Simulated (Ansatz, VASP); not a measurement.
# One calculation of Na2Al2O, two programs

The input INCAR:

```
SYSTEM = Na2Al2O
ALGO = Normal
EDIFF = 1E-6
ENCUT = 1130
GGA = PE
GGA_COMPAT = .FALSE.
ISIF = 2
ISMEAR = 0
LASPH = .TRUE.
LCHARG = .TRUE.
LELF = .TRUE.
LREAL = .FALSE.
LVHAR = .TRUE.
LWAVE = .FALSE.
NBANDS = 23
NELM = 120
PREC = Accurate
SIGMA = 0.1
```

KPOINTS

```
k-points
0
G
  4 4 4
  0 0 0
```

POSCAR

```
Na2Al2O
1.0
    2.6240004600     -2.8005103900      0.0000000000
    2.6240004600      2.8005103900      0.0000000000
    0.0000000000      0.0000000000      6.2962309700
Na Al O
2 2 1
Direct
    0.0000000000      0.5000000000      0.5000000000
    0.5000000000      0.0000000000      0.5000000000
    0.5000000000      0.5000000000      0.1726017400
    0.5000000000      0.5000000000      0.8273982600
    0.0000000000      0.0000000000      0.5000000000
```

Input for Ansatz:

```yaml
crystal:
  lattice:
    - [2.62400046, -2.80051039, 0.0]
    - [2.62400046, 2.80051039, 0.0]
    - [0.0, 0.0, 6.29623097]
  atoms:
    - { symbol: Na, position: [0.0, 0.5, 0.5] }
    - { symbol: Na, position: [0.5, 0.0, 0.5] }
    - { symbol: Al, position: [0.5, 0.5, 0.17260174] }
    - { symbol: Al, position: [0.5, 0.5, 0.82739826] }
    - { symbol: O, position: [0.0, 0.0, 0.5] }
basis:
  ecutwfc: 420
kpoints:
  mp_grid: { grid: [4, 4, 4] }
hamiltonian:
  xc: pbe
scf:
  occupations: { method: gaussian, width: 0.1 }
  lower_state_search: "off"
output:
  forces: true
  stress: true
  eigenvalues: true
```

Alike in both runs: task single point; functional PBE; k mesh 4 × 4 × 4; occupations gaussian, width 0.1 eV; no spin polarisation.

|  | VASP | Ansatz |
| --- | --- | --- |
| version | VASP 6.6.1 | Ansatz 0.2.0 |
| potentials or method | VASP PAW PBE potentials, release 64 (Na_sv, Al, O), cutoff 1130 eV | scalar-relativistic, plane waves, PAW |
| valence electrons in the cell | 30 | 30 |

Ansatz gave:

```
gap on the k mesh at the Fermi level (eV)                     : none
pressure (GPa)                                                : 22.2
traceless stress, the component that is largest in VASP (GPa) : 2.89
rms of the force components (eV/Å)                            : 0.928
```

Q: Which values does VASP return?

A: gap on the k mesh at the Fermi level (eV): none; pressure (GPa): 22.2; traceless stress, the component that is largest in VASP (GPa): 2.69; rms of the force components (eV/Å): 0.924.

Atom by atom the forces differ by 0.004 eV/Å (rms over components). A gap of «none» marks a metal or a gap that the smearing closes.

The k mesh is coarse, so the values compare programs but aren't converged.
